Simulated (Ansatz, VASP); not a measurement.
## InO5: VASP beside Ansatz

```xyz
6
Lattice="0.0000 3.9029 3.9029 3.9029 0.0000 3.9029 3.9029 3.9029 0.0000" Properties=species:S:1:pos:R:3 pbc="T T T"
In    3.9029    3.9029    3.9029
O     2.7019    2.7019    2.7019
O     5.1040    5.1040    2.7019
O     5.1040    2.7019    5.1040
O     2.7019    5.1040    5.1040
O     0.0000    0.0000    0.0000
```

Alike in both runs: functional PBE; k mesh 4 × 4 × 4; occupations gaussian, width 0.1 eV; collinear spin.

Ansatz relaxed the structure, and its values are those at the end. VASP's run is a single point on that final structure, the one shown.

```csv
,VASP,Ansatz
version,VASP 6.6.1,Ansatz 0.2.0
potentials or method,"VASP PAW PBE potentials, release 64 (In_d, O_h), cutoff 910 eV","scalar-relativistic, plane waves, PAW"
valence electrons in the cell,43,43
```

Ansatz gave:

- gap on the k mesh at the Fermi level (eV): none
- rms of the force components (eV/Å): 0.003
- net moment per atom (μB): 1.17
- size of the moment on the site where the two differ most (μB): 1.87

Task: What did VASP give for the same quantities?

Result: gap on the k mesh at the Fermi level (eV): none; rms of the force components (eV/Å): 0.025; net moment per atom (μB): 1.17; size of the moment on the site where the two differ most (μB): 1.10.

Site moments also hang on the region over which each program counts them. A gap of «none» marks a metal or a gap that the smearing closes.

Noted on VASP's run: the cutoff is short for stress, so the pressure is rough.
